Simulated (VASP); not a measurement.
Crystal: Cu.

```
Cu
1.0
     2.58380    0.00000    0.00000
    -1.29190    2.23763    0.00000
     0.00000    0.00000    4.19323
Cu
2
Direct
  0.66667 0.33333 0.75000
  0.33333 0.66667 0.25000
```

Base run:

- Program: VASP 6.6.1
- Functional: PBEsol
- Potentials or basis: VASP PAW PBE potentials, release 64 (Cu)
- Cutoff: 520 eV
- k mesh: 12 × 12 × 7
- Occupations: fermi-dirac, width 0.05 eV
- Spin: no spin polarisation

Its results: band gap on the k mesh zero (band 11 reaches 10.96 eV, above the bottom of band 12 at 5.24 eV); pressure -8.7 GPa.

Problem. The run is repeated on the same cell with these changes: functional from PBEsol to r2SCAN; further incar settings from ALGO = Normal; EDIFF = 1e-06; NBANDS = 18 to ALGO = Normal; EDIFF = 1e-07; NBANDS = 18. What comes out?

Solution. Band gap on the k mesh zero (band 11 reaches 11.15 eV, above the bottom of band 12 at 5.14 eV); pressure -7.2 GPa.

Caveats: the PAW data sets were made with another functional, which shifts forces and pressure a little.
